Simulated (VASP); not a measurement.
Crystal: Mg.

```
Mg
1.0
     3.20930    0.00000    0.00000
    -1.60465    2.77934    0.00000
     0.00000    0.00000    5.21030
Mg
2
Direct
  0.66667 0.33333 0.75000
  0.33333 0.66667 0.25000
```

```yaml
Program: VASP 6.6.1
Task: relaxation of cell and atoms
Functional: BLYP
Potentials_or_basis: VASP PAW PBE potentials, release 64 (Mg)
Cutoff: 600 eV
k_mesh: 10 × 10 × 5
Occupations: fermi-dirac, width 0.05 eV
Spin: no spin polarisation
```

At the start: pressure 0.4 GPa; volume 23.24 Å³/atom.

Question: How do energy, volume and symmetry change on relaxing?

Answer: Over 8 steps the energy falls by 3.6 meV/atom and the volume is 23.54 Å³/atom (+1.3 %); space group P6_3/mmc (No. 194, to 0.05 Å).

The path:
| step | energy change (eV) | largest force (eV/Å) | pressure (GPa) | volume (Å³) |
| --- | --- | --- | --- | --- |
| 1 | 0.0000 | 0.0000 | 0.36 | 46.47 |
| 2 | -0.0032 | 0.0000 | 0.12 | 46.83 |
| 3 | -0.0057 | 0.0000 | -0.53 | 47.87 |
| 4 | -0.0060 | 0.0000 | -0.40 | 47.63 |
| 5 | -0.0071 | 0.0000 | -0.12 | 47.24 |
| 6 | -0.0071 | 0.0000 | -0.08 | 47.18 |
| 7 | -0.0071 | 0.0000 | -0.09 | 47.19 |
| 8 | -0.0071 | 0.0000 | -0.03 | 47.09 |

Final structure:
```
Mg
1.0
     3.17910    0.00000    0.00000
    -1.58955    2.75319    0.00000
     0.00000    0.00000    5.37980
Mg
2
Direct
  0.66667 0.33333 0.75000
  0.33333 0.66667 0.25000
```

Caveat: the PAW data sets were made with another functional, which shifts forces and pressure a little.
